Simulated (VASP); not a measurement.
Here is a VASP 6.6.1 calculation.

INCAR

```
PREC = Accurate ; ENCUT = 600
EDIFF = 1E-6 ; ISMEAR = 0
SIGMA = 0.1 ; LREAL = False
LASPH = True ; NELM = 60
ALGO = Normal ; ISIF = 3
LWAVE = False ; LCHARG = False
GGA = PE ; IBRION = 2
NSW = 100 ; EDIFFG = -0.005
```

KPOINTS

```
Automatic mesh
0
Gamma
  16 16 16
```

File POSCAR:

```
TaN
1.0
    0.0000000000      2.2113230000      2.2113230000
    2.2113230000      0.0000000000      2.2113230000
    2.2113230000      2.2113230000      0.0000000000
Ta N
1 1
Direct
    0.5000000000      0.5000000000      0.5000000000
    0.0000000000      0.0000000000      0.0000000000
```

Potentials or basis: VASP PAW PBE potentials, release 64 (Ta_pv, N).

The run is started by

```bash
$ cat potpaw_PBE.64/Ta_pv/POTCAR potpaw_PBE.64/N/POTCAR > POTCAR
$ mpirun -np 1 vasp_std > vasp.out
```

Q: Estimate the relaxed cell.

A: a = 3.126 Å, b = 3.126 Å, c = 3.126 Å, α = 60.00°, β = 60.00°, γ = 60.00°.

Q: Estimate the relaxed volume.

A: 10.80 Å³/atom.

Q: Estimate the band gap on the k mesh.

A: Zero (band 8 reaches 11.23 eV, above the bottom of band 9 at 7.31 eV).

Q: What does it give for the space group after relaxing (to 0.05 Å)?

A: Fm-3m (No. 225).

Final structure:
```
Ta N
1.0
     0.00000    2.21028    2.21028
     2.21028    0.00000    2.21028
     2.21028    2.21028    0.00000
Ta N
1 1
Direct
  0.50000 0.50000 0.50000
  0.00000 0.00000 0.00000
```

Caveat: spin-orbit coupling is left out, which moves the levels of the heavy elements.
